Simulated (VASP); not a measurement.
Wanted: the native input for a VASP 6.6.1 run.

* Task: single point
* Functional: PBE
* Potentials or basis: VASP PAW PBE potentials, release 64 (Ga_d, As)
* Cutoff: 500 eV
* k mesh: 12 × 12 × 12
* Occupations: gaussian, width 0.02 eV
* Spin: no spin polarisation
* Dipole correction: no
* Further INCAR settings: ALGO = Normal; EDIFF = 1e-06; NBANDS = 16

The structure of GaAs lies in POSCAR:

```
GaAs
1.0
    0.0000000000      2.7882993712      2.7882993712
    2.7882993712      0.0000000000      2.7882993712
    2.7882993712      2.7882993712      0.0000000000
Ga As
1 1
Direct
    0.0000000000      0.0000000000      0.0000000000
    0.2500000000      0.2500000000      0.2500000000
```

One way to write it, as run:

INCAR

```
SYSTEM = GaAs
ALGO = Normal
EDIFF = 1E-6
ENCUT = 500
GGA = PE
GGA_COMPAT = .FALSE.
ISIF = 2
ISMEAR = 0
LASPH = .TRUE.
LCHARG = .FALSE.
LREAL = .FALSE.
LWAVE = .FALSE.
NBANDS = 16
NELM = 120
PREC = Accurate
SIGMA = 0.02
```

KPOINTS

```
k-points
0
G
  12 12 12
  0 0 0
```

Potentials or basis: VASP PAW PBE potentials, release 64 (Ga_d, As).

Run with:

```bash
$ cat potpaw_PBE.64/Ga_d/POTCAR potpaw_PBE.64/As/POTCAR > POTCAR
$ mpirun -np 1 vasp_std > vasp.out
```

It gave:

```yaml
Pressure: 6.9 GPa
Band_gap_on_the_k_mesh: 0.84 eV
```

Caveat: the cell stands under pressure.

Wall time 82 s on 1 thread of Intel Xeon 8259CL (shared host), peak memory 0.2 GiB.
